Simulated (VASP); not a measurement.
A run of VASP 6.6.1 is set up as follows.

The input INCAR:

```
SYSTEM = TiSi6Mo
ALGO     = Normal         ! electronic algorithm
EDIFF    = 1E-6           ! SCF threshold, eV
ENCUT    = 520            ! plane-wave cutoff, eV
GGA      = PE             ! functional
ISIF     = 2              ! what is computed and relaxed
ISMEAR   = 0              ! smearing method
ISPIN    = 2              ! spin polarisation
LASPH    = .TRUE.         ! aspherical terms in the spheres
LCHARG   = .FALSE.        ! write CHGCAR
LMAXMIX  = 4              ! l up to which the mixer works
LORBIT   = 11             ! projections on sites
LREAL    = .FALSE.        ! projectors in reciprocal space
LWAVE    = .FALSE.        ! write WAVECAR
MAGMOM   = 1 0 0 0 0 0 0 1 ! initial moments
NBANDS   = 39             ! bands
NELM     = 150            ! most SCF steps
PREC     = Accurate       ! precision mode
SIGMA    = 0.1            ! smearing width, eV
```

Contents of KPOINTS:

```
k-points
0
G
  6 6 2
  0 0 0
```

Contents of POSCAR:

```
TiSi6Mo
1.0
    3.3520425429      0.0000000000      0.0000000000
    0.0000000000      3.3520425429      0.0000000000
    0.0000000000      0.0000000000     10.1281909766
Ti Si Mo
1 6 1
Direct
    0.0000000000      0.0000000000      0.0000000000
    0.5000000000      0.5000000000      0.8707681298
    0.5000000000      0.5000000000      0.1292318702
    0.0000000000      0.0000000000      0.7531417472
    0.0000000000      0.0000000000      0.2468582528
    0.5000000000      0.5000000000      0.6271101970
    0.5000000000      0.5000000000      0.3728898030
    0.0000000000      0.0000000000      0.5000000000
```

Potentials or basis: VASP PAW PBE potentials, release 64 (Ti_sv, Si, Mo_sv).

Launch:

```bash
$ cat potpaw_PBE.64/Ti_sv/POTCAR potpaw_PBE.64/Si/POTCAR potpaw_PBE.64/Mo_sv/POTCAR > POTCAR
$ mpirun -np 1 vasp_std > vasp.out
```

**Question.** Predict the largest force.

**Answer.** 0.155 eV/Å.

**Question.** What does it give for the net moment?

**Answer.** 0.00 μB per cell.

**Question.** What does it give for the pressure?

**Answer.** -0.3 GPa.

Stress tensor (GPa, compression positive):
```
-1.33  0.00  0.00
 0.00 -1.33  0.00
 0.00  0.00  1.87
```
